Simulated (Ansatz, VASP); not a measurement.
**BaS in VASP and in Ansatz**

```
Ba S
1.0
     0.00000    3.17231    3.17231
     3.17231    0.00000    3.17231
     3.17231    3.17231    0.00000
Ba S
1 1
Direct
  0.00000 0.00000 0.00000
  0.50000 0.50000 0.50000
```

Alike in both runs: task single point; functional PBE; dispersion D4; k mesh 6 × 6 × 6; no spin polarisation.

|  | VASP | Ansatz |
| --- | --- | --- |
| version | VASP 6.6.1 | Ansatz 0.2.0 |
| potentials or method | VASP PAW PBE potentials, release 64 (Ba_sv, S), cutoff 500 eV | plane waves, PAW |
| occupations | gaussian, width 0.01 eV | fixed |
| valence electrons in the cell | 16 | 16 |

```tsv
	VASP	Ansatz	Ansatz less VASP
gap on the k mesh at the Fermi level (eV)	2.07	2.17	+0.104
```

Spin-orbit coupling is off throughout.
